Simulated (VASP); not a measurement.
Set up this calculation in VASP 6.6.1, as the native input.

```
Task                   : single point
Functional             : PBE
Potentials or basis    : VASP PAW PBE potentials, release 64 (Ba_sv, Re)
Cutoff                 : 520 eV
k mesh                 : 6 × 6 × 6
Occupations            : gaussian, width 0.1 eV
Spin                   : no spin polarisation
Dipole correction      : no
Further INCAR settings : ALGO = Fast; EDIFF = 1e-06; NBANDS = 36
```

The structure of Ba2Re lies in POSCAR:

```
Ba2Re
1.0
    6.3650971752      0.0000000000      0.0000000000
    0.0000000000      6.3650971752      0.0000000000
    0.0000000000      0.0000000000      6.3650971752
Ba Re
4 2
Direct
    0.2500000000      0.2500000000      0.2500000000
    0.2500000000      0.7500000000      0.7500000000
    0.7500000000      0.7500000000      0.2500000000
    0.7500000000      0.2500000000      0.7500000000
    0.0000000000      0.0000000000      0.0000000000
    0.5000000000      0.5000000000      0.5000000000
```

One way to write it, as run:

INCAR

```
PREC     = Accurate       # precision mode
ENCUT    = 520            # plane-wave cutoff, eV
EDIFF    = 1E-6           # SCF threshold, eV
ISMEAR   = 0              # smearing method
SIGMA    = 0.1            # smearing width, eV
LREAL    = F              # projectors in reciprocal space
LASPH    = T              # aspherical terms in the spheres
NELM     = 60             # most SCF steps
ALGO     = Fast           # electronic algorithm
ISIF     = 2              # what is computed and relaxed
LWAVE    = F              # write WAVECAR
LCHARG   = F              # write CHGCAR
GGA      = PE             # functional
NBANDS   = 36             # bands
```

KPOINTS

```
regular mesh
0
Gamma
  6 6 6
```

Potentials or basis: VASP PAW PBE potentials, release 64 (Ba_sv, Re).

The run is started by

```sh
$ cat potpaw_PBE.64/Ba_sv/POTCAR potpaw_PBE.64/Re/POTCAR > POTCAR
$ mpirun -np 1 vasp_std > vasp.out
```

Results of the run:

```yaml
Pressure: 1.6 GPa
Band_gap_on_the_k_mesh: zero (band 27 reaches 2.44 eV, above the bottom of band 28 at 1.29 eV)
```

Caveat: spin-orbit coupling is left out, which moves the levels of the heavy elements.

It took 11 min on 1 thread of Intel(R) Xeon(R) Platinum 8488C (Sapphire Rapids) (shared host), peak memory 0.43 GiB.
